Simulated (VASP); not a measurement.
Runs of VASP 6.6.1 on BaTe. It takes space group Fm-3m (No. 225, cubic). The conventional cell has a = 7.065 Å, b = 7.065 Å, c = 7.065 Å, α = 90.00°, β = 90.00°, γ = 90.00°. Within 4.6 Å of Ba (site symmetry m-3m) lie 6 Te at 3.53 Å. Within 4.6 Å of Te (site symmetry m-3m) lie 6 Ba at 3.53 Å. 

| level | smearing | grid for exact exchange (PRECFOCK) | share of exact exchange | screening parameter | gap on the mesh (eV) | pressure (GPa) |
| --- | --- | --- | --- | --- | --- | --- |
| HSE06 | gaussian 0.01 eV | Normal | 0.25 | 0.2079 1/Å | (a) | 0.0 |
| r2SCAN | gaussian 0.2 eV | - | - | - | 1.93 | 0.3 |
| r2SCAN | gaussian 0.01 eV | - | - | - | 1.93 | 0.3 |
| PBE-based screened hybrid with 35 % exact exchange | gaussian 0.01 eV | Normal | 0.35 | 0.2078 1/Å | 2.61 | -0.2 |
| PBE-based screened hybrid with 40 % exact exchange | gaussian 0.01 eV | Normal | 0.4 | 0.5 1/Å | 2.08 | 0.0 |

Alike in all rows: task single point; potentials or basis VASP PAW PBE potentials, release 64 (Ba_sv, Te); no spin polarisation; cell as given; k mesh 4 × 4 × 4; cutoff (eV) 520.

Problem. Fill in the values left out.

Solution. (a) 2.30.

Caveats: the PAW data sets were made with another functional, which shifts forces and pressure a little; spin-orbit coupling is left out, which moves the levels of the heavy elements.

A k mesh can miss the band edges, and the runs leave out spin-orbit coupling on Ba, Te.
